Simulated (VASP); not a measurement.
# C (Fmmm) in VASP: single point with PBE

Aim: the single point of C with PBE.

All numbers are computed with VASP 6.6.1; they aren't measurements. Logs are shortened: lines on timing, memory, paths and dates and some standing lists are left out, and cuts for length are marked.

## (1) The cell of the first run

Symmetry: Fmmm, No. 69, orthorhombic system. Conventional cell: a = 2.456 Å, b = 4.254 Å, c = 6.696 Å, α = 90.00°, β = 90.00°, γ = 90.00°. C (site symmetry m2m) has 3 C at 1.42 Å within 1.9 Å.

## (2) Single point, PBE

Input file INCAR:

```
  PREC = Accurate
  ENCUT = 520
  EDIFF = 1E-7
  ISMEAR = -1
  SIGMA = 0.05
  LREAL = F
  LASPH = T
  NELM = 60
  ALGO = Normal
  ISIF = 2
  LWAVE = F
  LCHARG = F
  GGA = PE
  NBANDS = 11
```

Input file KPOINTS:

```
regular mesh
0
Gamma
  18 18 18
```

Input file POSCAR:

```
C
1.0
    0.0000000000      2.1270000000      3.3480000000
    1.2280000000      0.0000000000      3.3480000000
    1.2280000000      2.1270000000      0.0000000000
C
2
Direct
    0.1666700000      0.8333300000      0.1666700000
    0.8333300000      0.1666700000      0.8333300000
```

Potentials or basis: VASP PAW PBE potentials, release 64 (C).

Launch:

```
$ cat potpaw_PBE.64/C/POTCAR > POTCAR
$ mpirun -np 1 vasp_std > vasp.out
```

OUTCAR:

```text
PREC = Accurate
   ENCUT = 520
   EDIFF = 1E-7
   ISMEAR = -1
   LREAL = F
   LASPH = T
   NELM = 60
   ISIF = 2
   GGA = PE

 ion  position               nearest neighbor table
   1  0.167  0.833  0.167-   2 1.42   2 1.42   2 1.42
   2  0.833  0.167  0.833-   1 1.42   1 1.42   1 1.42

  LATTYP: Found a face centered orthorhombic cell.
 ALAT       =     2.4560000000
 B/A-ratio  =     1.7320846906
 C/A-ratio  =     2.7263843648

  Lattice vectors:

 A1 = (   0.0000000000,   2.1270000000,   3.3480000000)
 A2 = (   1.2280000000,   0.0000000000,   3.3480000000)
 A3 = (   1.2280000000,   2.1270000000,   0.0000000000)

Analysis of symmetry for initial positions (statically):
=====================================================================
 Subroutine PRICEL returns:
 Original cell was already a primitive cell.

 Routine SETGRP: Setting up the symmetry group for a
 face centered orthorhombic supercell.

 Subroutine GETGRP returns: Found  8 space group operations
 (whereof  8 operations were pure point group operations)
 out of a pool of  8 trial point group operations.

The static configuration has the point symmetry D_2h.

Analysis of symmetry for dynamics (positions and initial velocities):
=====================================================================
 Subroutine PRICEL returns:
 Original cell was already a primitive cell.

 Routine SETGRP: Setting up the symmetry group for a
 face centered orthorhombic supercell.

 Subroutine GETGRP returns: Found  8 space group operations
 (whereof  8 operations were pure point group operations)
 out of a pool of  8 trial point group operations.

The dynamic configuration has the point symmetry D_2h.

 Subroutine INISYM returns: Found  8 space group operations
 (whereof  8 operations are pure point group operations),
 and found     1 'primitive' translations

----------------------------------------------------------------------------------------

                                     Primitive cell

  volume of cell :      17.4897

  direct lattice vectors                    reciprocal lattice vectors
     0.000000000  2.127000000  3.348000000    -0.407166124  0.235072873  0.149342891
     1.228000000  0.000000000  3.348000000     0.407166124 -0.235072873  0.149342891
     1.228000000  2.127000000  0.000000000     0.407166124  0.235072873 -0.149342891

  length of vectors
     3.966513961  3.566102635  2.456036034     0.493301943  0.493301943  0.493301943

  position of ions in fractional coordinates (direct lattice)
     0.166670000  0.833330000  0.166670000
     0.833330000  0.166670000  0.833330000

  ion indices of the primitive-cell ions
   primitive index   ion index
                 1           1
                 2           2

----------------------------------------------------------------------------------------

 KPOINTS: regular mesh

Automatic generation of k-mesh.
 Grid dimensions read from file:
 generate k-points for:   18   18   18

 Generating k-lattice:

  Cartesian coordinates                     Fractional coordinates (reciprocal lattice)
    -0.022620340  0.013059604  0.008296827     0.055555556  0.000000000  0.000000000
     0.022620340 -0.013059604  0.008296827     0.000000000  0.055555556  0.000000000
     0.022620340  0.013059604 -0.008296827    -0.000000000 -0.000000000  0.055555556

  Length of vectors
     0.027405663  0.027405663  0.027405663

  Shift w.r.t. Gamma in fractional coordinates (k-lattice)
     0.000000000  0.000000000  0.000000000

 Subroutine IBZKPT returns following result:
 ===========================================

 Found    865 irreducible k-points:

 Following reciprocal coordinates:
            Coordinates               Weight
  0.000000  0.000000  0.000000      1.000000
  0.055556  0.000000  0.000000      8.000000
  0.111111  0.000000  0.000000      8.000000
  0.166667  0.000000  0.000000      8.000000
  0.222222  0.000000  0.000000      8.000000
  0.277778 -0.000000  0.000000      8.000000
[... 16 lines left out ...]
 -0.277778  0.055556 -0.000000      8.000000
 -0.222222  0.055556  0.000000      8.000000
 [... further k-points ...]
   k-points           NKPTS =    865   k-points in BZ     NKDIM =    865   number of bands    NBANDS=     11
   number of dos      NEDOS =    301   number of ions     NIONS =      2
   total plane-waves  NPLWV =  15120
   dimension x,y,z NGX =    30 NGY =   28 NGZ =   18
   dimension x,y,z NGXF=    60 NGYF=   56 NGZF=   36
   ions per type =               2
   NGX,Y,Z   is equivalent  to a cutoff of  12.57, 13.05, 12.18 a.u.
   NGXF,Y,Z  is equivalent  to a cutoff of  25.15, 26.11, 24.37 a.u.
 SYSTEM =  unknown system
   PREC   = accura    normal or accurate (medium, high low for compatibility)
   ISTART =      0    job   : 0-new  1-cont  2-samecut
   ICHARG =      2    charge: 1-file 2-atom 10-const
   ISPIN  =      1    spin polarized calculation?
   LNONCOLLINEAR =      F non collinear calculations
   LSORBIT =      F    spin-orbit coupling
   LASPH  =      T    aspherical Exc in radial PAW
   ENCUT  =  520.0 eV  38.22 Ry    6.18 a.u.   7.38  6.63  4.57*2*pi/ulx,y,z
   NELM   =     60;   NELMIN=  2; NELMDL= -5     # of ELM steps
   EDIFF  = 0.1E-06   stopping-criterion for ELM
   LREAL  =      F    real-space projection
   EDIFFG = 0.1E-05   stopping-criterion for IOM
   NSW    =      0    number of steps for IOM
   IBRION =     -1    ionic relax: 0-MD 1-quasi-New 2-CG
   NFREE  =      0    steps in history (QN), initial steepest desc. (CG)
   ISIF   =      2    stress and relaxation
   ISYM   =      2    0-nonsym 1-usesym 2-fastsym
   POTIM  = 0.5000    time-step for ionic-motion
   TEBEG  =    0.0;   TEEND  =   0.0 temperature during run
   PSTRESS=    0.0 pullay stress
   NELECT =       8.0000    total number of electrons
   NUPDOWN=      -1.0000    fix difference up-down
   EMIN   =  10.00;   EMAX   =-10.00  energy-range for DOS
   EFERMI =   0.00;   METHOD = LEGACY
   ISMEAR =    -1;   SIGMA  =   0.05  broadening in eV -4-tet -1-fermi 0-gaus
   EFERMI_NEDOS =   21; number of points for ismear=-14 and -15
   IALGO  =     38    algorithm
   IMIX   =      4    mixing-type and parameters
     AMIX     =   0.40;   BMIX     =  1.00
     AMIX_MAG =   1.60;   BMIX_MAG =  1.00
  volume/ion in A,a.u.               =       8.74        59.01
  Fermi-wavevector in a.u.,A,eV,Ry     =   1.261376  2.383654 21.647797  1.591068
  Thomas-Fermi vector in A             =   2.394838
   LORBIT       =      0    0 simple, 1 ext, 2 COOP (PROOUT), +10 PAW based schemes
   GGA     = PE    functional components
   LHFCALC =     F    Hartree Fock is set to
   AEXX    =    0.0000 exact exchange contribution
   IVDW    =     0    specifies the selected vdW correction
   LEPSILON=     F    determine dielectric tensor
   LRPA    =     F    only Hartree local field effects (RPA)
 non-spin polarized calculation
  energy-cutoff  :      520.00
  volume of cell :       17.49
 maximum number of plane-waves:       499
 NGX is ok and might be reduce to    30
   NGX = 15   NGY = 13   NGZ =  9

 number of electron       8.0000000 magnetization

 Free energy of the ion-electron system (eV)
  ---------------------------------------------------
  ext. energy  EPLUGINS =         0.00000000
  ---------------------------------------------------
  free energy    TOTEN  =       -18.41558507 eV

  energy without entropy =      -18.41537114  energy(sigma->0) =      -18.41547810

 E-fermi :   4.7651     XC(G=0): -10.3576

 val. band max:        4.7284734821   @ k =  -0.2778   0.0556   0.3333
 cond. band min:       4.8070465505   @ k =  -0.2222   0.1111   0.3333
 fundamental gap:      0.0785730683
 Fermi energy:         4.7651454902

 k-point     1 :       0.0000    0.0000    0.0000
  band No.  band energies     occupation
      1     -14.9772      2.00000
      2      -1.8483      2.00000
      3       1.7552      2.00000
      4       1.7802      2.00000
      5       9.0259      0.00000
      6      13.1649      0.00000
      7      13.2372      0.00000
      8      16.2890      0.00000
      9      17.6331      0.00000
     10      27.5437      0.00000
     11      30.5392      0.00000

 k-point     2 :       0.0556    0.0000    0.0000
  band No.  band energies     occupation
      1     -14.9008      2.00000
      2      -1.7825      2.00000
      3       1.4766      2.00000
      4       1.6038      2.00000
      5       9.1537      0.00000
      6      13.2553      0.00000
      7      13.5071      0.00000
      8      16.0130      0.00000
      9      17.7692      0.00000
     10      27.7915      0.00000
     11      29.7541      0.00000

 k-point     3 :       0.1111    0.0000    0.0000
  band No.  band energies     occupation
      1     -14.6723      2.00000
      2      -1.5848      2.00000
      3       0.6620      2.00000
      4       1.1824      2.00000
      5       9.5351      0.00000
      6      13.3051      0.00000
      7      14.4024      0.00000
      8      15.2318      0.00000
      9      18.2072      0.00000
     10      27.9144      0.00000
     11      28.5233      0.00000

 k-point     4 :       0.1667    0.0000    0.0000
  band No.  band energies     occupation
      1     -14.2931      2.00000
      2      -1.2536      2.00000
      3      -0.5116      2.00000
      4       0.6166      2.00000
      5      10.1612      0.00000
      6      13.2524      0.00000
      7      14.0590      0.00000
      8      15.7522      0.00000
      9      18.9590      0.00000
     10      26.1307      0.00000
     11      29.3641      0.00000
[... 239 lines left out ...]
 k-point    22 :      -0.3333    0.0556   -0.0000
  band No.  band energies     occupation
      1     -11.3866      2.00000
      2      -6.2562      2.00000
      3      -1.3651      2.00000
      4       1.5404      2.00000
      5       7.9313      0.00000
      6      12.4046      0.00000
      7      14.2427      0.00000
      8      20.7111      0.00000
      9      23.0009      0.00000
     10      23.5460      0.00000
     11      26.8851      0.00000

 k-point    23 :      -0.2778    0.0556   -0.0000
  band No.  band energies     occupation
      1     -12.3199      2.00000
      2      -4.8207      2.00000
      3      -1.0135      2.00000
      4       0.7678      2.00000
      5       9.3888      0.00000
      6      12.4368      0.00000
      7      13.0131      0.00000
      8      21.1858      0.00000
      9      21.5165      0.00000
     10      22.7625      0.00000
     11      27.4007      0.00000

 k-point    24 :      -0.2222    0.0556    0.0000
  band No.  band energies     occupation
      1     -13.1243      2.00000
      2      -3.3445      2.00000
      3      -0.5437      2.00000
      4       0.0386      2.00000
      5      10.9518      0.00000
      6      11.5964      0.00000
      7      12.9012      0.00000
      8      19.2739      0.00000
      9      21.0697      0.00000
     10      23.1691      0.00000
     11      28.1122      0.00000

 [... further k-points ...]
[... 5 lines left out ...]
  --------------------------------------------------------------------------------------
  -------------------------------------------------------------------------------------
  Total        0.6441338      0.5885453      0.4233200      0.0000000      0.0000000      0.0000000
  in kB       59.0072459     53.9149433     38.7791266      0.0000000      0.0000000      0.0000000
  external PRESSURE =      50.5671052 kB  Pullay stress =       0.0000000 kB

 VOLUME and BASIS-vectors are now :
 -----------------------------------------------------------------------------
  energy-cutoff  :      520.00
  volume of cell :       17.49
      direct lattice vectors                 reciprocal lattice vectors
     0.000000000  2.127000000  3.348000000    -0.407166124  0.235072873  0.149342891
     1.228000000  0.000000000  3.348000000     0.407166124 -0.235072873  0.149342891
     1.228000000  2.127000000  0.000000000     0.407166124  0.235072873 -0.149342891

 POSITION                                       TOTAL-FORCE (eV/Angst)
 -----------------------------------------------------------------------------------
      1.22800      0.70901      3.34800         0.000000      0.003429      0.000000
      1.22800      3.54499      3.34800         0.000000     -0.003429      0.000000
 -----------------------------------------------------------------------------------
    total drift:                               -0.000000     -0.000000     -0.000000

  FREE ENERGIE OF THE ION-ELECTRON SYSTEM (eV)
  ---------------------------------------------------
  free  energy   TOTEN  =       -18.4155850697 eV

  energy  without entropy=      -18.4153711375  energy(sigma->0) =      -18.41547810
```

Wall time 6.3 min (1 thread of AMD EPYC 7R13, shared host); peak memory 0.22 GiB.

What came out:

```
Free energy            : -18.4156 eV
Pressure               : 5.1 GPa
Largest force          : 0.003 eV/Å
Band gap on the k mesh : 0.08 eV, indirect (least direct gap 0.15 eV)
```

Forces on the atoms (eV/Å):
```
C    0.000  0.003  0.000
C    0.000 -0.003  0.000
```

Levels at points of the mesh, in eV from the valence-band top:
| k point | band 1 | band 2 | band 3 | band 4 | band 5 | band 6 | band 7 | band 8 | band 9 |
| --- | --- | --- | --- | --- | --- | --- | --- | --- | --- |
| (0.00, 0.00, 0.00) | -19.71 | -6.58 | -2.97 | -2.95 | 4.30 | 8.44 | 8.51 | 11.56 | 12.90 |
| (0.50, 0.00, 0.00) | -14.26 | -13.25 | -6.38 | -2.34 | 1.69 | 7.54 | 12.64 | 13.79 | 19.31 |
| (0.50, 0.50, 0.00) | -19.40 | -8.56 | -2.99 | -2.96 | 8.40 | 8.47 | 10.62 | 11.70 | 12.76 |
| (0.50, 0.00, 0.50) | -14.37 | -13.34 | -6.35 | -1.57 | 2.55 | 7.75 | 11.28 | 11.54 | 18.23 |
| (0.00, 0.50, 0.50) | -14.14 | -13.16 | -6.41 | -3.02 | 0.99 | 7.35 | 13.93 | 17.57 | 19.90 |

A k mesh can miss the band edges.
